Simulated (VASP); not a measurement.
# MgO (Fm-3m) in VASP: a series of runs, part 2 of 2

VASP 6.6.1.

## (4) Relaxation of cell and atoms, PBEsol, target pressure -2 GPa, at which the enthalpy is minimised

This run uses another cell than the first one, of 9.36 Å³/atom, 0.987 times its volume.

The input, INCAR:

```
PREC = Accurate
ENCUT = 600
EDIFF = 1E-6
ISMEAR = 0
SIGMA = 0.01
LREAL = False
LASPH = True
NELM = 100
ALGO = Normal
ISIF = 3
LWAVE = False
LCHARG = False
GGA = PS
IBRION = 2
NSW = 100
EDIFFG = -0.002
PSTRESS = -20.0
```

The input, KPOINTS:

```
Automatic mesh
0
Gamma
  10 10 10
```

The input, POSCAR:

```
MgO
1.0
    2.1071397563      2.1071397563      0.0000000000
   -2.1071397563      2.1071397563      0.0000000000
    0.0000000000      2.1071397563      2.1071397563
Mg O
1 1
Direct
    0.0000000000      0.0000000000      0.0000000000
    0.5000000000      0.5000000000      0.0000000000
```

Command:

```console
$ cat potpaw_PBE.64/Mg/POTCAR potpaw_PBE.64/O/POTCAR > POTCAR
$ mpirun -np 1 vasp_std > vasp.out
```

Wall time 19 s (1 thread of Intel Xeon 8259CL, shared host); peak memory 0.15 GiB.

The run converged. Its results:

- Free energy: -12.5141 eV
- Relaxed volume: 9.43 Å³/atom
- Relaxed cell: a = 2.988 Å, b = 2.988 Å, c = 2.988 Å, α = 60.00°, β = 60.00°, γ = 90.00°
- Space group after relaxing (to 0.05 Å): Fm-3m (No. 225)
- Energy change on relaxing (the enthalpy is what falls): +0.7 meV/atom
- Ionic steps: 3
- Pressure after relaxing: -2.0 GPa
- Band gap on the k mesh: 4.54 eV, direct

Step by step:
```tsv
step	energy change (eV)	largest force (eV/Å)	pressure (GPa)	volume (Å³)
1	0.0000	0.0000	-0.74	18.71
2	0.0019	0.0000	-2.36	18.91
3	0.0013	0.0000	-2.03	18.87
```

Final structure:
```
Mg O
1.0
     2.11294    2.11294    0.00000
    -2.11294    2.11294    0.00000
     0.00000    2.11294    2.11294
Mg O
1 1
Direct
  0.00000 0.00000 0.00000
  0.50000 0.50000 0.00000
```

Levels at points of the mesh, in eV from the valence-band top:
| k point | band 1 | band 2 | band 3 | band 4 | band 5 | band 6 | band 7 | band 8 |
| --- | --- | --- | --- | --- | --- | --- | --- | --- |
| (0.00, 0.00, 0.00) | -17.15 | 0.00 | 0.00 | 0.00 | 4.54 | 15.58 | 15.58 | 15.58 |
| (0.50, 0.00, 0.00) | -15.87 | -4.64 | -0.65 | -0.65 | 7.68 | 12.39 | 16.08 | 16.08 |
| (0.50, 0.50, 0.00) | -15.60 | -4.11 | -1.35 | -1.35 | 8.91 | 9.77 | 12.87 | 18.69 |

Caveat: the cell is relaxed towards a set pressure, so the enthalpy falls and the energy may rise; the PAW data sets were made with another functional, which shifts forces and pressure a little. As with any semilocal functional, this PBEsol gap is likely too small.

## (5) Relaxation of cell and atoms, PBEsol, target pressure 2 GPa, at which the enthalpy is minimised

This run uses another cell than the first one, of 9.36 Å³/atom, 0.987 times its volume.

The input, INCAR:

```
SYSTEM = MgO
  ALGO = Normal
  EDIFF = 1E-7
  EDIFFG = -0.002
  ENCUT = 600
  GGA = PS
  IBRION = 2
  ISIF = 3
  ISMEAR = 0
  LASPH = .True.
  LCHARG = .False.
  LREAL = .False.
  LWAVE = .False.
  NELM = 60
  NSW = 100
  PREC = Accurate
  PSTRESS = 20.0
  SIGMA = 0.01
```

The input, KPOINTS:

```
k-points
0
Gamma
  10 10 10
  0 0 0
```

POSCAR is that of step 4.

Command:

```console
$ cat potpaw_PBE.64/Mg/POTCAR potpaw_PBE.64/O/POTCAR > POTCAR
$ mpirun -np 1 vasp_std > vasp.out
```

It took 25 s on 1 thread of Intel Xeon 8259CL, shared host; peak memory 0.15 GiB.

Results (log left out):

| Quantity | Value |
| --- | --- |
| Free energy | -12.5142 eV |
| Relaxed volume | 9.20 Å³/atom |
| Relaxed cell | a = 2.963 Å, b = 2.963 Å, c = 2.963 Å, α = 60.00°, β = 60.00°, γ = 90.00° |
| Space group after relaxing (to 0.05 Å) | Fm-3m (No. 225) |
| Energy change on relaxing (the enthalpy is what falls) | +0.6 meV/atom |
| Ionic steps | 3 |
| Pressure after relaxing | 2.0 GPa |
| Band gap on the k mesh | 4.78 eV, direct |

The path:
| step | energy change (eV) | largest force (eV/Å) | pressure (GPa) | volume (Å³) |
| --- | --- | --- | --- | --- |
| 1 | 0.0000 | 0.0000 | -0.73 | 18.71 |
| 2 | 0.0031 | 0.0000 | 3.10 | 18.28 |
| 3 | 0.0012 | 0.0000 | 2.00 | 18.40 |

Final structure:
```cif
data_structure
_symmetry_space_group_name_H-M 'P 1'
_symmetry_Int_Tables_number 1
_cell_length_a 2.9633
_cell_length_b 2.9633
_cell_length_c 2.9633
_cell_angle_alpha 60.000
_cell_angle_beta 60.000
_cell_angle_gamma 90.000
_cell_volume 18.40
loop_
_atom_site_label
_atom_site_type_symbol
_atom_site_fract_x
_atom_site_fract_y
_atom_site_fract_z
_atom_site_occupancy
Mg1 Mg 0.00000 0.00000 0.00000 1
O1 O 0.50000 0.50000 0.00000 1
```

Levels at points of the mesh, in eV from the valence-band top:
| k point | band 1 | band 2 | band 3 | band 4 | band 5 | band 6 | band 7 | band 8 |
| --- | --- | --- | --- | --- | --- | --- | --- | --- |
| (0.00, 0.00, 0.00) | -17.28 | 0.00 | 0.00 | 0.00 | 4.78 | 15.72 | 15.72 | 15.72 |
| (0.50, 0.00, 0.00) | -15.93 | -4.75 | -0.68 | -0.68 | 7.84 | 12.67 | 16.33 | 16.33 |
| (0.50, 0.50, 0.00) | -15.66 | -4.21 | -1.39 | -1.39 | 8.94 | 10.04 | 13.13 | 19.07 |

Caveat: the cell is relaxed towards a set pressure, so the enthalpy falls and the energy may rise; the PAW data sets were made with another functional, which shifts forces and pressure a little. Expect the measured gap to be larger: semilocal functionals such as PBEsol lack the derivative discontinuity.

## (6) Relaxation of cell and atoms, PBEsol, target pressure 4 GPa, at which the enthalpy is minimised

This run uses another cell than the first one, of 9.36 Å³/atom, 0.987 times its volume.

The input, INCAR:

```
SYSTEM = MgO
  ALGO = Normal
  EDIFF = 1E-6
  EDIFFG = -0.002
  ENCUT = 600
  GGA = PS
  IBRION = 2
  ISIF = 3
  ISMEAR = 0
  LASPH = .TRUE.
  LCHARG = .FALSE.
  LREAL = .FALSE.
  LWAVE = .FALSE.
  NELM = 100
  NSW = 100
  PREC = Accurate
  PSTRESS = 40.0
  SIGMA = 0.01
```

The input, KPOINTS:

```
k-points
0
G
  10 10 10
  0 0 0
```

POSCAR is that of step 5.

Potentials or basis: VASP PAW PBE potentials, release 64 (Mg, O).

Command:

```console
$ cat potpaw_PBE.64/Mg/POTCAR potpaw_PBE.64/O/POTCAR > POTCAR
$ mpirun -np 1 vasp_std > vasp.out
```

Run time: 21 s. Hardware: 1 thread of Intel Xeon 8259CL, shared host; peak memory 0.15 GiB.

The run converged. Its results:

```yaml
Free_energy: -12.5103 eV
Relaxed_volume: 9.09 Å³/atom
Relaxed_cell: a = 2.952 Å, b = 2.952 Å, c = 2.952 Å, α = 60.00°, β = 60.00°, γ = 90.00°
Space_group_after_relaxing_to_0.05_Å: Fm-3m (No. 225)
Energy_change_on_relaxing_the_enthalpy_is_what_falls: +2.6 meV/atom
Ionic_steps: 3
Pressure_after_relaxing: 4.0 GPa
Band_gap_on_the_k_mesh: 4.90 eV, direct
```

The path:
```
step  energy change (eV)  largest force (eV/Å)  pressure (GPa)  volume (Å³)
   1              0.0000                0.0000           -0.74        18.71
   2              0.0120                0.0000            6.18        17.97
   3              0.0051                0.0000            4.00        18.19
```

Final structure:
```
CELL_PARAMETERS angstrom
2.08735 2.08735 0.00000
-2.08735 2.08735 0.00000
0.00000 2.08735 2.08735
ATOMIC_POSITIONS crystal
Mg 0.00000 0.00000 0.00000
O 0.50000 0.50000 0.00000
```

Levels at points of the mesh, in eV from the valence-band top:
| k point | band 1 | band 2 | band 3 | band 4 | band 5 | band 6 | band 7 | band 8 |
| --- | --- | --- | --- | --- | --- | --- | --- | --- |
| (0.00, 0.00, 0.00) | -17.35 | 0.00 | 0.00 | 0.00 | 4.90 | 15.78 | 15.78 | 15.78 |
| (0.50, 0.00, 0.00) | -15.96 | -4.80 | -0.69 | -0.69 | 7.92 | 12.81 | 16.45 | 16.45 |
| (0.50, 0.50, 0.00) | -15.69 | -4.26 | -1.40 | -1.40 | 8.95 | 10.17 | 13.26 | 19.25 |

Caveat: the cell is relaxed towards a set pressure, so the enthalpy falls and the energy may rise; the PAW data sets were made with another functional, which shifts forces and pressure a little.

## (7) Relaxation of cell and atoms, PBEsol, target pressure 7 GPa, at which the enthalpy is minimised

This run uses another cell than the first one, of 9.36 Å³/atom, 0.987 times its volume.

The input, INCAR:

```
SYSTEM = MgO
PREC = Accurate
ENCUT = 600
EDIFF = 1E-7
ISMEAR = 0
SIGMA = 0.01
LREAL = .FALSE.
LASPH = .TRUE.
NELM = 100
ALGO = Normal
ISIF = 3
LWAVE = .FALSE.
LCHARG = .FALSE.
GGA = PS
IBRION = 2
NSW = 100
EDIFFG = -0.002
PSTRESS = 70.0
```

The input, KPOINTS:

```
Automatic mesh
0
G
  10 10 10
  0 0 0
```

POSCAR is that of step 6.

Command:

```console
$ cat potpaw_PBE.64/Mg/POTCAR potpaw_PBE.64/O/POTCAR > POTCAR
$ mpirun -np 1 vasp_std > vasp.out
```

Wall time 21 s (1 thread of Intel Xeon 8259CL, shared host); peak memory 0.15 GiB.

It converged, with:

* Free energy: -12.5002 eV
* Relaxed volume: 8.95 Å³/atom
* Relaxed cell: a = 2.936 Å, b = 2.936 Å, c = 2.936 Å, α = 60.00°, β = 60.00°, γ = 90.00°
* Space group after relaxing (to 0.05 Å): Fm-3m (No. 225)
* Energy change on relaxing (the enthalpy is what falls): +7.6 meV/atom
* Ionic steps: 3
* Pressure after relaxing: 7.0 GPa
* Band gap on the k mesh: 5.06 eV, direct

Step by step:
```csv
step,energy change (eV),largest force (eV/Å),pressure (GPa),volume (Å³)
1,0.0000,0.0000,-0.73,18.71
2,0.0367,0.0000,11.23,17.52
3,0.0152,0.0000,7.00,17.89
```

Final structure:
```xyz
2
Lattice="2.0760 2.0760 0.0000 -2.0760 2.0760 0.0000 0.0000 2.0760 2.0760" Properties=species:S:1:pos:R:3 pbc="T T T"
Mg    0.0000    2.0760    2.0760
O     0.0000    2.0760    0.0000
```

Levels at points of the mesh, in eV from the valence-band top:
| k point | band 1 | band 2 | band 3 | band 4 | band 5 | band 6 | band 7 | band 8 |
| --- | --- | --- | --- | --- | --- | --- | --- | --- |
| (0.00, 0.00, 0.00) | -17.43 | 0.00 | 0.00 | 0.00 | 5.06 | 15.87 | 15.87 | 15.87 |
| (0.50, 0.00, 0.00) | -16.01 | -4.88 | -0.71 | -0.71 | 8.02 | 12.99 | 16.62 | 16.62 |
| (0.50, 0.50, 0.00) | -15.73 | -4.33 | -1.43 | -1.43 | 8.97 | 10.35 | 13.43 | 19.50 |

Caveat: the cell is relaxed towards a set pressure, so the enthalpy falls and the energy may rise; the PAW data sets were made with another functional, which shifts forces and pressure a little. A hybrid or GW would open this gap; PBEsol tends to underestimate it.

## (8) Overview

```tsv
task	cell	cutoff (eV)	gap on the mesh (eV)	pressure (GPa)
single point	a = 2.993 Å, angles 60.0, 60.0, 90.0°, 2 atoms	520	4.50	-2.5
single point	a = 2.968 Å, angles 60.0, 60.0, 90.0°, 2 atoms	520	4.74	1.5
relaxation of cell and atoms	relaxed to -2 GPa from a = 2.980 Å, angles 60.0, 60.0, 90.0°, 2 atoms	600	4.54	-2.0
relaxation of cell and atoms	relaxed to 2 GPa from a = 2.980 Å, angles 60.0, 60.0, 90.0°, 2 atoms	600	4.78	2.0
relaxation of cell and atoms	relaxed to 4 GPa from a = 2.980 Å, angles 60.0, 60.0, 90.0°, 2 atoms	600	4.90	4.0
relaxation of cell and atoms	relaxed to 7 GPa from a = 2.980 Å, angles 60.0, 60.0, 90.0°, 2 atoms	600	5.06	7.0
```

Alike in all rows: level PBEsol; potentials or basis VASP PAW PBE potentials, release 64 (Mg, O); no spin polarisation; k mesh 10 × 10 × 10; smearing gaussian 0.01 eV.

Caveats: the PAW data sets were made with another functional, which shifts forces and pressure a little; the cell is relaxed towards a set pressure, so the enthalpy falls and the energy may rise (some runs).

Total energies depend on the potentials used, so only differences within one code and one set of settings carry meaning.
